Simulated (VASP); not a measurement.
Input of a VASP 6.6.1 run:

The input INCAR:

```
SYSTEM = CdSe
PREC = Accurate
ENCUT = 520
EDIFF = 1E-7
ISMEAR = 0
SIGMA = 0.01
LREAL = .FALSE.
LASPH = .TRUE.
NELM = 60
ALGO = Normal
ISIF = 2
LWAVE = .FALSE.
LCHARG = .FALSE.
GGA = PS
NBANDS = 16
```

File KPOINTS:

```
Automatic mesh
0
G
  6 6 6
  0 0 0
```

POSCAR

```
CdSe
1.0
    0.0000000000      3.0677809659      3.0677809659
    3.0677809659      0.0000000000      3.0677809659
    3.0677809659      3.0677809659      0.0000000000
Cd Se
1 1
Direct
    0.0000000000      0.0000000000      0.0000000000
    0.2500000000      0.2500000000      0.2500000000
```

Potentials or basis: VASP PAW PBE potentials, release 64 (Cd, Se).

Launch:

```bash
$ cat potpaw_PBE.64/Cd/POTCAR potpaw_PBE.64/Se/POTCAR > POTCAR
$ mpirun -np 1 vasp_std > vasp.out
```

Task: What does it give for the pressure?

Result: -1.0 GPa.

Task: Predict the band gap on the k mesh.

Result: 0.43 eV.

Caveat: the structure was generated, so it needn't be the stable form of CdSe; semilocal functionals underestimate gaps, and a narrow one can read as zero; the PAW data sets were made with another functional, which shifts forces and pressure a little.
